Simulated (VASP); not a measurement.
Li, 2 atoms in the cell. The structure is cubic, space group Im-3m (No. 229). The conventional cell has a = 3.429 Å, b = 3.429 Å, c = 3.429 Å, α = 90.00°, β = 90.00°, γ = 90.00°. Li (site symmetry m-3m) has 14 Li at 2.97 to 3.43 Å within 3.9 Å. 

```yaml
Program: VASP 6.6.1
Task: single point
Functional: PBE
Potentials_or_basis: VASP PAW PBE potentials, release 64 (Li_sv)
Cutoff: 750 eV
k_mesh: 6 × 6 × 6
Occupations: gaussian, width 0.1 eV
Spin: collinear spin, zero start
Starting_moments: "[0.0, 0.0] μB"
Dipole_correction: no
Further_INCAR_settings: ALGO = Normal; EDIFF = 1e-06; NBANDS = 14
```

Potentials or basis: VASP PAW PBE potentials, release 64 (Li_sv).

The run is started by

```sh
$ cat potpaw_PBE.64/Li_sv/POTCAR > POTCAR
$ mpirun -np 1 vasp_std > vasp.out
```

Hardware: 1 thread of Intel(R) Xeon(R) Platinum 8375C CPU @ 2.90GHz (Ice Lake), with other jobs on the host.

Question: Estimate the wall time of this run.

Answer: Run time: 21 s on 1 thread of Intel(R) Xeon(R) Platinum 8375C CPU @ 2.90GHz (Ice Lake), on a shared host, peak memory 0.2 GiB. Counts: scf iterations 9, k points 20.
